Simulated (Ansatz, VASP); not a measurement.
FeRu in VASP and in Ansatz

```
CELL_PARAMETERS angstrom
2.64280 0.00000 0.00000
-1.32140 2.28873 0.00000
0.00000 0.00000 4.07023
ATOMIC_POSITIONS crystal
Fe 0.00000 0.00000 0.50000
Ru 0.66667 0.33333 0.00000
```

Alike in both runs: task single point; functional LDA; k mesh 12 × 12 × 7; occupations fermi-dirac, width 0.05 eV; no spin polarisation; Hubbard terms Fe d U = 6.0 eV.

```csv
,VASP,Ansatz
version,VASP 6.6.1,Ansatz 0.2.0
potentials or method,"VASP PAW LDA potentials, release 64 (Fe, Ru_pv)","PAW with Ansatz's default frozen-core files, scalar-relativistic"
plane-wave cutoff (eV),520,420
valence electrons in the cell,22,32
```

|  | VASP | Ansatz | Ansatz less VASP |
| --- | --- | --- | --- |
| gap on the k mesh at the Fermi level (eV) | none | none | - |
| pressure (GPa) | -22.6 | -18.3 | +4.26 |
| traceless stress, the component that is largest in VASP (GPa) | -4.28 | -3.03 | +1.247 |

LDA's correlation is that of Perdew and Zunger in VASP and of Perdew and Wang (1992) in Ansatz. The programs project onto different local orbitals, so the same U acts differently, and such runs can settle in different states. A gap of «none» marks a metal or a gap that the smearing closes. VASP's potentials hold 22 valence electrons a cell and Ansatz's 32, so a difference there can come from the potentials and not from the codes. Ansatz's warnings: filled band counts differ across k points.
